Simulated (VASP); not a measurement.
A run of VASP 6.6.1 is set up as follows.

File POSCAR:

```
Nb
1.0
    2.7441189781      0.0000000000      0.0000000000
    0.0000000000      2.7441189781      0.0000000000
    0.0000000000      0.0000000000      2.7441189781
Nb
1
Direct
    0.0000000000      0.0000000000      0.0000000000
```

Contents of INCAR.step1:

```
SYSTEM = Nb
PREC     = Accurate       ! precision mode
ENCUT    = 520            ! plane-wave cutoff, eV
ISMEAR   = -1             ! smearing method
SIGMA    = 0.05           ! smearing width, eV
LREAL    = .False.        ! projectors in reciprocal space
LASPH    = .True.         ! aspherical terms in the spheres
NELM     = 150            ! most SCF steps
ISPIN    = 2              ! spin polarisation
MAGMOM   = 1              ! initial moments
LMAXMIX  = 4              ! l up to which the mixer works
NBANDS   = 16             ! bands
GGA      = PE             ! functional
ALGO     = Normal         ! electronic algorithm
EDIFF    = 1E-4           ! SCF threshold, eV
LWAVE    = .True.         ! write WAVECAR
LCHARG   = .False.        ! write CHGCAR
```

File INCAR.step2:

```
SYSTEM = Nb
PREC     = Accurate       ! precision mode
ENCUT    = 520            ! plane-wave cutoff, eV
EDIFF    = 1E-6           ! SCF threshold, eV
ISMEAR   = -1             ! smearing method
SIGMA    = 0.05           ! smearing width, eV
LREAL    = .False.        ! projectors in reciprocal space
LASPH    = .True.         ! aspherical terms in the spheres
NELM     = 150            ! most SCF steps
ALGO     = Normal         ! electronic algorithm
ISIF     = 2              ! what is computed and relaxed
LWAVE    = .False.        ! write WAVECAR
LCHARG   = .False.        ! write CHGCAR
ISPIN    = 2              ! spin polarisation
MAGMOM   = 1              ! initial moments
LORBIT   = 11             ! projections on sites
LMAXMIX  = 4              ! l up to which the mixer works
METAGGA  = R2SCAN         ! meta-GGA
LMIXTAU  = .True.       
NBANDS   = 16             ! bands
ISTART   = 1
```

File KPOINTS:

```
regular mesh
0
Gamma
  13 13 13
  0 0 0
```

Potentials or basis: VASP PAW PBE potentials, release 64 (Nb_sv).

Launch:

```bash
$ cat potpaw_PBE.64/Nb_sv/POTCAR > POTCAR
$ cp INCAR.step1 INCAR
$ mpirun -np 1 vasp_std > vasp.out
$ cp INCAR.step2 INCAR
$ mpirun -np 1 vasp_std > vasp.out
```

Problem. Estimate the net moment.

Solution. 0.00 μB per cell.

Problem. What does it give for the pressure?

Solution. -5.6 GPa.

Caveat: the PAW data sets were made with another functional, which shifts forces and pressure a little.
